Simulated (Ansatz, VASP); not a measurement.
# Al5Cu: VASP beside Ansatz

```xyz
6
Lattice="4.4085 0.0000 0.0000 -2.2043 3.8179 0.0000 0.0000 0.0000 5.3993" Properties=species:S:1:pos:R:3 pbc="T T T"
Al    0.0000    2.5453    0.8999
Al    2.2043    1.2726    1.7998
Al    0.0000    0.0000    2.6997
Al    0.0000    2.5453    3.5996
Al    2.2043    1.2726    4.4994
Cu    0.0000    0.0000    0.0000
```

Alike in both runs: task relaxation of cell and atoms; functional PBE; k mesh 6 × 6 × 4; occupations gaussian, width 0.1 eV; no spin polarisation.

|  | VASP | Ansatz |
| --- | --- | --- |
| version | VASP 6.6.1 | Ansatz 0.2.0 |
| potentials or method | VASP PAW PBE potentials, release 64 (Al, Cu), cutoff 600 eV | scalar-relativistic, plane waves, PAW |
| valence electrons in the cell | 26 | 34 |

Ansatz gave:

```
gap on the k mesh at the Fermi level, each at its own relaxed structure (eV) : none
relaxed volume (Å³/atom)                                                     : 15.96
relaxed cell length with the largest relative difference (Å)                 : 5.375
```

Estimate VASP's values.

gap on the k mesh at the Fermi level, each at its own relaxed structure (eV): none; relaxed volume (Å³/atom): 15.98; relaxed cell length with the largest relative difference (Å): 5.387.

A gap of «none» marks a metal or a gap that the smearing closes. VASP's potentials hold 26 valence electrons a cell and Ansatz's 34, so a difference there can come from the potentials and not from the codes.
